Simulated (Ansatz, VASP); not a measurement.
## ZrC: VASP beside Ansatz

The input INCAR:

```
PREC = Accurate
ENCUT = 520
EDIFF = 1E-6
ISMEAR = -1
SIGMA = 0.05
LREAL = False
LASPH = True
NELM = 80
ALGO = Normal
ISIF = 2
LWAVE = False
LCHARG = True
GGA = RP
LELF = True
LVHAR = True
NBANDS = 24
```

The input KPOINTS:

```
regular mesh
0
Gamma
  7 7 4
```

Contents of POSCAR:

```
ZrC
1.0
    3.3914762718      0.0000000000      0.0000000000
   -1.6957381359      2.9371046077      0.0000000000
    0.0000000000      0.0000000000      5.2900530000
Zr C
2 2
Direct
    0.6666666667      0.3333333333      0.7500000000
    0.3333333333      0.6666666667      0.2500000000
    0.0000000000      0.0000000000      0.5000000000
    0.0000000000      0.0000000000      0.0000000000
```

input.yaml

```yaml
crystal:
  lattice:
    - [3.3914762718, 0.0, 0.0]
    - [-1.6957381359, 2.9371046077, 0.0]
    - [0.0, 0.0, 5.290053]
  atoms:
    - { symbol: Zr, position: [0.6666666667, 0.3333333333, 0.75] }
    - { symbol: Zr, position: [0.3333333333, 0.6666666667, 0.25] }
    - { symbol: C, position: [0.0, 0.0, 0.5] }
    - { symbol: C, position: [0.0, 0.0, 0.0] }
hamiltonian:
  xc: rpbe
  pseudopotentials: { kind: paw }
kpoints:
  mp_grid: { grid: [7, 7, 4] }
  band_path:
    path:
      - [[0.0, 0.0, 0.0], [0.5, 0.0, 0.0], [0.3333333333, 0.3333333333, 0.0], [0.0, 0.0, 0.0], [0.0, 0.0, 0.5], [0.5, 0.0, 0.5], [0.3333333333, 0.3333333333, 0.5], [0.0, 0.0, 0.5]]
      - [[0.5, 0.0, 0.5], [0.5, 0.0, 0.0]]
      - [[0.3333333333, 0.3333333333, 0.0], [0.3333333333, 0.3333333333, 0.5]]
    npoints: 14
scf:
  occupations: { method: fermi_dirac, width: 0.05 }
  n_extra_bands: 10
output:
  forces: true
  stress: true
  eigenvalues: true
  fatbands: true
  write_density: true
  write_potential: true
  elf: true
  volumetric_format: npy
```

Alike in both runs: functional RPBE; k mesh 7 × 7 × 4; occupations fermi-dirac, width 0.05 eV; no spin polarisation.

|  | VASP | Ansatz |
| --- | --- | --- |
| version | VASP 6.6.1 | Ansatz 0.2.0 |
| potentials or method | VASP PAW PBE potentials, release 64 (Zr_sv, C) | Ansatz PAW |
| plane-wave cutoff (eV) | 520 | 420 |
| valence electrons in the cell | 32 | 32 |
| task | single point | band structure |

```csv
,VASP,Ansatz,Ansatz less VASP
gap on the k mesh at the Fermi level (eV),none,none,-
pressure (GPa),1.1,0.9,-0.18
"traceless stress, the component that is largest in VASP (GPa)",2.85,2.85,+0.003
```

VASP's potentials were made for PBE, not for RPBE. A gap of «none» marks a metal or a gap that the smearing closes. The functional is the same, so the differences come from potentials, cutoffs and numerics.
